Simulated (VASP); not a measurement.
# Al2GaP3 in VASP: a series of runs

Al2GaP3 is run at these levels: PBE; tasks: single point.

Everything below comes from runs of VASP 6.6.1. Logs are shortened: lines on timing, memory, paths and dates and some standing lists are left out, and cuts for length are marked.

## 1. The cell of the first run

It takes space group P3m1 (No. 156, trigonal). The conventional cell has a = 3.895 Å, b = 3.895 Å, c = 9.538 Å, α = 90.00°, β = 90.00°, γ = 120.00°. Within 3.1 Å of Al (site symmetry 3m) lie 4 P at 2.38 to 2.39 Å. Al (site symmetry 3m) has 4 P at 2.38 Å within 3.1 Å. Ga (site symmetry 3m) has 4 P at 2.39 Å within 3.2 Å. P (site symmetry 3m) has 3 Al at 2.38 Å and 1 Ga at 2.39 Å within 3.1 Å. Within 3.1 Å of P (site symmetry 3m) lie 1 Al at 2.38 Å and 3 Ga at 2.39 Å. P (site symmetry 3m) has 4 Al at 2.38 to 2.39 Å within 3.1 Å.

## 2. Single point, PBE

File INCAR:

```
SYSTEM = Al2GaP3
ALGO     = Normal         ! electronic algorithm
EDIFF    = 1E-6           ! SCF threshold, eV
ENCUT    = 520            ! plane-wave cutoff, eV
GGA      = PE             ! functional
ISIF     = 2              ! what is computed and relaxed
ISMEAR   = 0              ! smearing method
LASPH    = .TRUE.         ! aspherical terms in the spheres
LCHARG   = .FALSE.        ! write CHGCAR
LREAL    = .FALSE.        ! projectors in reciprocal space
LWAVE    = .FALSE.        ! write WAVECAR
NBANDS   = 46             ! bands
NELM     = 60             ! most SCF steps
PREC     = Accurate       ! precision mode
SIGMA    = 0.1            ! smearing width, eV
```

File KPOINTS:

```
k-points
0
G
  6 6 1
  0 0 0
```

File POSCAR:

```
Al2GaP3
1.0
    3.8948506851      0.0000000000      0.0000000000
   -1.9474253426      3.3730396373      0.0000000000
    0.0000000000      0.0000000000     19.0754869737
Al Ga P
4 2 6
Direct
    0.3333333333      0.6666666667      0.1665776560
    0.3333333333      0.6666666667      0.6665776560
    0.6666666667      0.3333333333      0.3332679516
    0.6666666667      0.3333333333      0.8332679516
    0.0000000000      1.0000000000      0.0000697094
    0.0000000000      1.0000000000      0.5000697094
    0.0000000000      0.0000000000      0.1252691277
    1.0000000000      0.0000000000      0.6252691277
    0.6666666667      0.3333333333      0.4580922101
    0.6666666667      0.3333333333      0.9580922101
    0.3333333333      0.6666666667      0.2917233453
    0.3333333333      0.6666666667      0.7917233453
```

Potentials or basis: VASP PAW PBE potentials, release 64 (Al, Ga_d, P).

Command:

```
cat potpaw_PBE.64/Al/POTCAR potpaw_PBE.64/Ga_d/POTCAR potpaw_PBE.64/P/POTCAR > POTCAR
mpirun -np 1 vasp_std > vasp.out
```

OUTCAR:

```text
SYSTEM = Al2GaP3
   EDIFF = 1E-6
   ENCUT = 520
   GGA = PE
   ISIF = 2
   ISMEAR = 0
   LASPH = .TRUE.
   LREAL = .FALSE.
   NELM = 60
   PREC = Accurate

 ion  position               nearest neighbor table
   1  0.333  0.667  0.167-   7 2.38   7 2.38   7 2.38  11 2.39
   2  0.333  0.667  0.667-   8 2.38   8 2.38   8 2.38  12 2.39
   3  0.667  0.333  0.333-   9 2.38  11 2.38  11 2.38  11 2.38
   4  0.667  0.333  0.833-  10 2.38  12 2.38  12 2.38  12 2.38
   5  0.000  0.000  0.000-  10 2.39  10 2.39  10 2.39   7 2.39
   6  0.000  0.000  0.500-   9 2.39   9 2.39   9 2.39   8 2.39
   7  0.000  0.000  0.125-   1 2.38   1 2.38   1 2.38   5 2.39
   8  0.000  0.000  0.625-   2 2.38   2 2.38   2 2.38   6 2.39
   9  0.667  0.333  0.458-   3 2.38   6 2.39   6 2.39   6 2.39
  10  0.667  0.333  0.958-   4 2.38   5 2.39   5 2.39   5 2.39
  11  0.333  0.667  0.292-   3 2.38   3 2.38   3 2.38   1 2.39
  12  0.333  0.667  0.792-   4 2.38   4 2.38   4 2.38   2 2.39

  LATTYP: Found a hexagonal cell.
 ALAT       =     3.8948506851
 C/A-ratio  =     4.8976170118

  Lattice vectors:

 A1 = (   3.8948506851,   0.0000000000,   0.0000000000)
 A2 = (  -1.9474253426,   3.3730396373,   0.0000000000)
 A3 = (   0.0000000000,   0.0000000000,  19.0754869737)

Analysis of symmetry for initial positions (statically):
=====================================================================
 Subroutine PRICEL returns following result:

  LATTYP: Found a hexagonal cell.
 ALAT       =     3.8948506851
 C/A-ratio  =     2.4488085059

  Lattice vectors:

 A1 = (   3.8948506851,   0.0000000000,   0.0000000000)
 A2 = (  -1.9474253426,   3.3730396373,   0.0000000000)
 A3 = (   0.0000000000,   0.0000000000,   9.5377434868)

   2 primitive cells build up your supercell.

 Routine SETGRP: Setting up the symmetry group for a
 hexagonal supercell.

 Subroutine GETGRP returns: Found  6 space group operations
 (whereof  6 operations were pure point group operations)
 out of a pool of 24 trial point group operations.

The static configuration has the point symmetry C_3v.

Analysis of symmetry for dynamics (positions and initial velocities):
=====================================================================
 Subroutine PRICEL returns following result:

  LATTYP: Found a hexagonal cell.
 ALAT       =     3.8948506851
 C/A-ratio  =     2.4488085059

  Lattice vectors:

 A1 = (   3.8948506851,   0.0000000000,   0.0000000000)
 A2 = (  -1.9474253426,   3.3730396373,   0.0000000000)
 A3 = (   0.0000000000,   0.0000000000,   9.5377434868)

   2 primitive cells build up your supercell.

 Routine SETGRP: Setting up the symmetry group for a
 hexagonal supercell.

 Subroutine GETGRP returns: Found  6 space group operations
 (whereof  6 operations were pure point group operations)
 out of a pool of 24 trial point group operations.

The dynamic configuration has the point symmetry C_3v.

 Subroutine INISYM returns: Found  6 space group operations
 (whereof  6 operations are pure point group operations),
 and found     2 'primitive' translations

----------------------------------------------------------------------------------------

                                     Primitive cell

  volume of cell :     125.3020

  direct lattice vectors                    reciprocal lattice vectors
     3.894850685  0.000000000  0.000000000     0.256749252  0.148234250  0.000000000
    -1.947425343  3.373039637  0.000000000     0.000000000  0.296468499  0.000000000
     0.000000000  0.000000000  9.537743487     0.000000000  0.000000000  0.104846602

  length of vectors
     3.894850685  3.894850685  9.537743487     0.296468499  0.296468499  0.104846602

  position of ions in fractional coordinates (direct lattice)
     0.333333333  0.666666667  0.333155312
     0.666666667  0.333333333  0.666535903
     0.000000000  0.000000000  0.000139419
     0.000000000  0.000000000  0.250538255
     0.666666667  0.333333333  0.916184420
     0.333333333  0.666666667  0.583446691

  ion indices of the primitive-cell ions
   primitive index   ion index
                 1           1
                 2           3
                 3           5
                 4           7
                 5          10
                 6          11

----------------------------------------------------------------------------------------

 KPOINTS: k-points

Automatic generation of k-mesh.
 Grid dimensions read from file:
 generate k-points for:    6    6    1

 Generating k-lattice:

  Cartesian coordinates                     Fractional coordinates (reciprocal lattice)
     0.042791542  0.024705708  0.000000000     0.166666667 -0.000000000  0.000000000
     0.000000000  0.049411417  0.000000000     0.000000000  0.166666667  0.000000000
     0.000000000  0.000000000  0.052423301     0.000000000  0.000000000  1.000000000

  Length of vectors
     0.049411417  0.049411417  0.052423301

  Shift w.r.t. Gamma in fractional coordinates (k-lattice)
     0.000000000  0.000000000  0.000000000

 Subroutine IBZKPT returns following result:
 ===========================================

 Found      7 irreducible k-points:

 Following reciprocal coordinates:
            Coordinates               Weight
  0.000000  0.000000  0.000000      1.000000
  0.166667 -0.000000  0.000000      6.000000
  0.333333  0.000000  0.000000      6.000000
  0.500000  0.000000  0.000000      3.000000
  0.166667  0.166667  0.000000      6.000000
  0.333333  0.166667  0.000000     12.000000
  0.333333  0.333333  0.000000      2.000000
   k-points           NKPTS =      7   k-points in BZ     NKDIM =      7   number of bands    NBANDS=     46
   number of dos      NEDOS =    301   number of ions     NIONS =     12
   total plane-waves  NPLWV = 129600
   dimension x,y,z NGX =    30 NGY =   30 NGZ =  144
   dimension x,y,z NGXF=    60 NGYF=   60 NGZF=  288
   ions per type =               4   2   6
   NGX,Y,Z   is equivalent  to a cutoff of  12.81, 12.81, 12.55 a.u.
   NGXF,Y,Z  is equivalent  to a cutoff of  25.61, 25.61, 25.10 a.u.
 SYSTEM =  Al2GaP3
   PREC   = accura    normal or accurate (medium, high low for compatibility)
   ISTART =      0    job   : 0-new  1-cont  2-samecut
   ICHARG =      2    charge: 1-file 2-atom 10-const
   ISPIN  =      1    spin polarized calculation?
   LNONCOLLINEAR =      F non collinear calculations
   LSORBIT =      F    spin-orbit coupling
   LASPH  =      T    aspherical Exc in radial PAW
   ENCUT  =  520.0 eV  38.22 Ry    6.18 a.u.   7.24  7.24 35.47*2*pi/ulx,y,z
   NELM   =     60;   NELMIN=  2; NELMDL= -5     # of ELM steps
   EDIFF  = 0.1E-05   stopping-criterion for ELM
   LREAL  =      F    real-space projection
[... 7 lines left out ...]
   TEBEG  =    0.0;   TEEND  =   0.0 temperature during run
   PSTRESS=    0.0 pullay stress
   NELECT =      68.0000    total number of electrons
   NUPDOWN=      -1.0000    fix difference up-down
   EMIN   =  10.00;   EMAX   =-10.00  energy-range for DOS
   EFERMI =   0.00;   METHOD = LEGACY
   ISMEAR =     0;   SIGMA  =   0.10  broadening in eV -4-tet -1-fermi 0-gaus
   EFERMI_NEDOS =   21; number of points for ismear=-14 and -15
   IALGO  =     38    algorithm
   IMIX   =      4    mixing-type and parameters
     AMIX     =   0.40;   BMIX     =  1.00
     AMIX_MAG =   1.60;   BMIX_MAG =  1.00
  volume/ion in A,a.u.               =      20.88       140.93
  Fermi-wavevector in a.u.,A,eV,Ry     =   1.059860  2.002845 15.283468  1.123303
  Thomas-Fermi vector in A             =   2.195220
   LORBIT       =      0    0 simple, 1 ext, 2 COOP (PROOUT), +10 PAW based schemes
   GGA     = PE    functional components
   LHFCALC =     F    Hartree Fock is set to
   AEXX    =    0.0000 exact exchange contribution
   IVDW    =     0    specifies the selected vdW correction
   LEPSILON=     F    determine dielectric tensor
   LRPA    =     F    only Hartree local field effects (RPA)
 non-spin polarized calculation
 Gauss-broadening in eV      SIGMA  =   0.10
  energy-cutoff  :      520.00
  volume of cell :      250.60
 maximum number of plane-waves:      6833
 NGX is ok and might be reduce to    30

 number of electron      68.0000011 magnetization

 Free energy of the ion-electron system (eV)
  ---------------------------------------------------
  ext. energy  EPLUGINS =         0.00000000
  ---------------------------------------------------
  free energy    TOTEN  =       -59.71451311 eV

  energy without entropy =      -59.71451311  energy(sigma->0) =      -59.71451311

 E-fermi :   4.8589     XC(G=0):  -9.3016

 val. band max:        4.3735838658   @ k =   0.0000   0.0000   0.0000
 cond. band min:       5.9815286373   @ k =   0.5000   0.0000   0.0000
 fundamental gap:      1.6079447715
 Fermi energy:         4.8589276839

 k-point     1 :       0.0000    0.0000    0.0000
  band No.  band energies     occupation
      1      -9.9104      2.00000
      2      -9.9103      2.00000
      3      -9.8611      2.00000
      4      -9.8611      2.00000
      5      -9.8611      2.00000
      6      -9.8611      2.00000
[... 38 lines left out ...]
     45       9.0809      0.00000
     46       9.1507      0.00000

 k-point     2 :       0.1667   -0.0000    0.0000
  band No.  band energies     occupation
      1      -9.9117      2.00000
      2      -9.9116      2.00000
      3      -9.8658      2.00000
      4      -9.8657      2.00000
      5      -9.8529      2.00000
      6      -9.8529      2.00000
[... 237 lines left out ...]
 k-point     7 :       0.3333    0.3333    0.0000
  band No.  band energies     occupation
      1      -9.9280      2.00000
      2      -9.9280      2.00000
      3      -9.8602      2.00000
      4      -9.8602      2.00000
      5      -9.8383      2.00000
      6      -9.8383      2.00000
[... 38 lines left out ...]
     45      10.5538      0.00000
     46      10.7171      0.00000

------------------------ aborting loop because EDIFF is reached ----------------------------------------

  FORCE on cell =-STRESS in cart. coord.  units (eV):
  Direction    XX          YY          ZZ          XY          YZ          ZX
  --------------------------------------------------------------------------------------
  -------------------------------------------------------------------------------------
  Total       -0.0472825     -0.0472825     -0.2284898      0.0000000      0.0000000     -0.0000000
  in kB       -0.3022893     -0.3022893     -1.4607960      0.0000000      0.0000000     -0.0000000
  external PRESSURE =      -0.6884582 kB  Pullay stress =       0.0000000 kB

 VOLUME and BASIS-vectors are now :
 -----------------------------------------------------------------------------
  energy-cutoff  :      520.00
  volume of cell :      250.60
      direct lattice vectors                 reciprocal lattice vectors
     3.894850685  0.000000000  0.000000000     0.256749252  0.148234250  0.000000000
    -1.947425343  3.373039637  0.000000000     0.000000000  0.296468499  0.000000000
     0.000000000  0.000000000 19.075486974     0.000000000  0.000000000  0.052423301

 POSITION                                       TOTAL-FORCE (eV/Angst)
 -----------------------------------------------------------------------------------
     -0.00000      2.24869      3.17755         0.000000     -0.000000     -0.001690
     -0.00000      2.24869     12.71529         0.000000     -0.000000     -0.001690
      1.94743      1.12435      6.35725        -0.000000     -0.000000     -0.001179
      1.94743      1.12435     15.89499         0.000000     -0.000000     -0.001179
      0.00000      0.00000      0.00133        -0.000000      0.000000     -0.000342
      0.00000      0.00000      9.53907         0.000000      0.000000     -0.000342
      0.00000      0.00000      2.38957         0.000000     -0.000000      0.012056
      0.00000      0.00000     11.92731         0.000000     -0.000000      0.012056
      1.94743      1.12435      8.73833        -0.000000     -0.000000     -0.011582
      1.94743      1.12435     18.27608        -0.000000     -0.000000     -0.011582
     -0.00000      2.24869      5.56476        -0.000000     -0.000000      0.002737
     -0.00000      2.24869     15.10251        -0.000000     -0.000000      0.002737
 -----------------------------------------------------------------------------------
    total drift:                               -0.000003      0.000001     -0.000420

  FREE ENERGIE OF THE ION-ELECTRON SYSTEM (eV)
  ---------------------------------------------------
  free  energy   TOTEN  =       -59.7145131139 eV

  energy  without entropy=      -59.7145131139  energy(sigma->0) =      -59.71451311
```

It took 58 s on 1 thread of Intel Xeon 6975P-C (Granite Rapids), shared host; peak memory 0.38 GiB.

Results:

```
Free energy            : -59.7145 eV
Pressure               : -0.1 GPa
Largest force          : 0.012 eV/Å
Band gap on the k mesh : 1.61 eV
```

Forces on the atoms (eV/Å):
```
Al   0.000  0.000 -0.002
Al   0.000  0.000 -0.002
Al   0.000  0.000 -0.001
Al   0.000  0.000 -0.001
Ga   0.000  0.000  0.000
Ga   0.000  0.000  0.000
P    0.000  0.000  0.012
P    0.000  0.000  0.012
P    0.000  0.000 -0.012
P    0.000  0.000 -0.012
P    0.000  0.000  0.003
P    0.000  0.000  0.003
```

Levels at points of the mesh, in eV from the valence-band top:
```tsv
k point	band 31	band 32	band 33	band 34	band 35	band 36	band 37	band 38
(0.00, 0.00, 0.00)	-0.17	-0.04	0.00	0.00	1.98	2.12	2.75	2.91
(0.50, 0.00, 0.00)	-1.37	-1.28	-0.89	-0.88	1.61	2.07	2.17	2.18
```

A k mesh can miss the band edges. PBE gaps usually lie below the measured ones, often by a third to a half.

## 3. Single point, PBE

This run uses another cell than the first one: it holds 6 atoms, not 12.

File INCAR:

```
PREC = Accurate
ENCUT = 520
EDIFF = 1E-7
ISMEAR = 0
SIGMA = 0.02
LREAL = False
LASPH = True
NELM = 80
ALGO = Normal
ISIF = 2
LWAVE = False
LCHARG = True
GGA = PE
LELF = True
LVHAR = True
NBANDS = 26
```

File KPOINTS:

```
Automatic mesh
0
Gamma
  12 12 4
```

File POSCAR:

```
Al2GaP3
1.0
    3.8948506851      0.0000000000      0.0000000000
   -1.9474253426      3.3730396373      0.0000000000
    0.0000000000      0.0000000000      9.5377434868
Al Ga P
2 1 3
Direct
    0.3333333333      0.6666666667      0.3331553120
    0.6666666667      0.3333333333      0.6665359031
    0.0000000000      0.0000000000      1.0001394188
    0.0000000000      0.0000000000      0.2505382553
    0.6666666667      0.3333333333      0.9161844202
    0.3333333333      0.6666666667      0.5834466906
```

Potentials or basis: VASP PAW PBE potentials, release 64 (Al, Ga_d, P).

Command:

```
cat potpaw_PBE.64/Al/POTCAR potpaw_PBE.64/Ga_d/POTCAR potpaw_PBE.64/P/POTCAR > POTCAR
mpirun -np 1 vasp_std > vasp.out
```

Run time: 1.8 min. Hardware: 1 thread of Intel Xeon 6975P-C (Granite Rapids), shared host; peak memory 0.36 GiB.

The run converged. Its results:

```yaml
Free_energy: -29.8736 eV
Pressure: -0.1 GPa
Largest_force: 0.010 eV/Å
Band_gap_on_the_k_mesh: 1.61 eV, indirect (least direct gap 1.98 eV)
```

Forces on the atoms (eV/Å):
```
Al   0.000  0.000 -0.002
Al   0.000  0.000 -0.004
Ga   0.000  0.000 -0.001
P    0.000  0.000  0.010
P    0.000  0.000 -0.007
P    0.000  0.000  0.002
```

Levels at points of the mesh, in eV from the valence-band top:
```tsv
k point	band 14	band 15	band 16	band 17	band 18	band 19	band 20	band 21
(0.00, 0.00, 0.00)	-0.68	-0.03	0.00	0.00	1.98	2.76	2.91	4.28
(0.50, 0.00, 0.00)	-2.22	-2.08	-1.37	-1.28	1.61	2.17	3.04	3.16
(0.00, 0.00, 0.50)	-0.43	-0.43	-0.17	-0.17	2.12	3.00	3.31	4.68
(0.50, 0.00, 0.50)	-2.01	-1.96	-0.89	-0.88	2.07	2.18	2.42	3.72
```

A k mesh can miss the band edges. A hybrid or GW would open this gap; PBE tends to underestimate it.

## 4. Single point, PBE

File INCAR:

```
ALGO = Normal
EDIFF = 1E-7
ENCUT = 520
GGA = PE
ISIF = 2
ISMEAR = 0
LASPH = True
LCHARG = False
LREAL = False
LWAVE = False
NBANDS = 46
NELM = 80
PREC = Accurate
SIGMA = 0.1
```

File KPOINTS:

```
k-points
0
Gamma
  6 6 1
```

File POSCAR:

```
Al2GaP3
1.0
    3.8961593102      0.0000926697      0.0001378344
   -1.9480025319      3.3723076399      0.0004909996
    0.0008221539      0.0032043936     19.0697982291
Al Ga P
4 2 6
Direct
    0.3337953992      0.6679197282      0.1666298306
    0.3330210244      0.6654244911      0.6665721444
    0.6664099012      0.3331056462      0.3332449465
    0.6671367320      0.3340603228      0.8331915138
    0.0000320324      1.0009112898      0.0000602658
   -0.0003697390      0.9987340661      0.5000335367
    0.0004721482      0.0012232228      0.1253385287
    0.9996289662     -0.0013600236      0.6252775574
    0.6663119996      0.3321342176      0.4580720350
    0.6666741185      0.3340962872      0.9580599718
    0.3331115152      0.6665032852      0.2918000368
    0.3337759021      0.6672474666      0.7917196326
```

Command:

```
cat potpaw_PBE.64/Al/POTCAR potpaw_PBE.64/Ga_d/POTCAR potpaw_PBE.64/P/POTCAR > POTCAR
mpirun -np 1 vasp_std > vasp.out
```

Run time: 3.4 min. Hardware: 1 thread of Intel Xeon 6975P-C (Granite Rapids), shared host; peak memory 0.46 GiB.

It converged, with:

* Free energy: -59.7145 eV
* Pressure: 0.0 GPa
* Largest force: 0.010 eV/Å
* Band gap on the k mesh: 1.60 eV

Forces in eV/Å, atoms in the order of the input:
```
Al   0.001 -0.002 -0.003
Al  -0.001  0.003 -0.006
Al   0.001  0.001  0.005
Al   0.000 -0.001  0.008
Ga   0.002 -0.002  0.002
Ga   0.000  0.003  0.003
P   -0.001 -0.002  0.004
P    0.000  0.002  0.009
P   -0.001  0.001 -0.008
P    0.001  0.001 -0.009
P    0.000  0.000 -0.006
P   -0.001 -0.003  0.000
```

Stress tensor (GPa, compression positive):
```
-0.04  0.00  0.00
 0.00  0.01 -0.01
 0.00 -0.01 -0.10
```

Levels at points of the mesh, in eV from the valence-band top:
```
           k point  band 30  band 31  band 32  band 33  band 34  band 35  band 36  band 37  band 38  band 39
(0.00, 0.00, 0.00)    -0.17    -0.16    -0.03     0.00     0.00     1.98     2.11     2.75     2.91     2.99
(0.50, 0.00, 0.00)    -1.97    -1.37    -1.28    -0.89    -0.88     1.61     2.07     2.17     2.18     2.42
(0.50, 0.50, 0.00)    -1.97    -1.37    -1.28    -0.89    -0.88     1.61     2.07     2.17     2.18     2.42
(0.00, 0.50, 0.00)    -1.97    -1.38    -1.29    -0.89    -0.88     1.60     2.07     2.17     2.18     2.42
```

## 5. Summary

| cell | k mesh | smearing | gap on the mesh (eV) | pressure (GPa) | largest force (eV/Å) |
| --- | --- | --- | --- | --- | --- |
| a = 3.895, b = 3.895, c = 19.075 Å, angles 90.0, 90.0, 120.0°, 12 atoms | 6 × 6 × 1 | gaussian 0.1 eV | 1.61 | -0.1 | 0.01 |
| a = 3.895, b = 3.895, c = 9.538 Å, angles 90.0, 90.0, 120.0°, 6 atoms | 12 × 12 × 4 | gaussian 0.02 eV | 1.61 | -0.1 | 0.01 |
| a = 3.896, b = 3.895, c = 19.070 Å, angles 90.0, 90.0, 120.0°, 12 atoms | 6 × 6 × 1 | gaussian 0.1 eV | 1.60 | 0.0 | 0.01 |

Alike in all rows: task single point; level PBE; potentials or basis VASP PAW PBE potentials, release 64 (Al, Ga_d, P); no spin polarisation; cutoff (eV) 520.

Absolute energies hang on the potentials; compare differences alone.
